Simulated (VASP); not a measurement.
Here is a VASP 6.6.1 calculation.

Contents of INCAR:

```
  PREC = Accurate
  ENCUT = 600
  EDIFF = 1E-6
  ISMEAR = 0
  SIGMA = 0.1
  LREAL = False
  LASPH = True
  NELM = 80
  ALGO = Normal
  ISIF = 3
  LWAVE = False
  LCHARG = False
  GGA = PE
  IBRION = 2
  NSW = 100
  EDIFFG = -0.01
```

File KPOINTS:

```
Automatic mesh
0
Gamma
  22 22 22
```

File POSCAR:

```
Cd
1.0
    0.0000000000      2.2181497500      2.2181497500
    2.2181497500      0.0000000000      2.2181497500
    2.2181497500      2.2181497500      0.0000000000
Cd
1
Direct
    0.0000000000      0.0000000000      0.0000000000
```

Potentials or basis: VASP PAW PBE potentials, release 64 (Cd).

Command:

```bash
$ cat potpaw_PBE.64/Cd/POTCAR > POTCAR
$ mpirun -np 1 vasp_std > vasp.out
```

(1) Predict the band gap on the k mesh.

(2) Predict the relaxed volume.

(3) Predict the space group after relaxing (to 0.1 Å).

(4) Estimate the relaxed cell.

Results:

(1) zero (bands 6 and 7 overlap by 3.02 eV).

(2) 22.93 Å³/atom.

(3) Fm-3m (No. 225).

(4) a = 3.189 Å, b = 3.189 Å, c = 3.189 Å, α = 60.00°, β = 60.00°, γ = 60.00°.
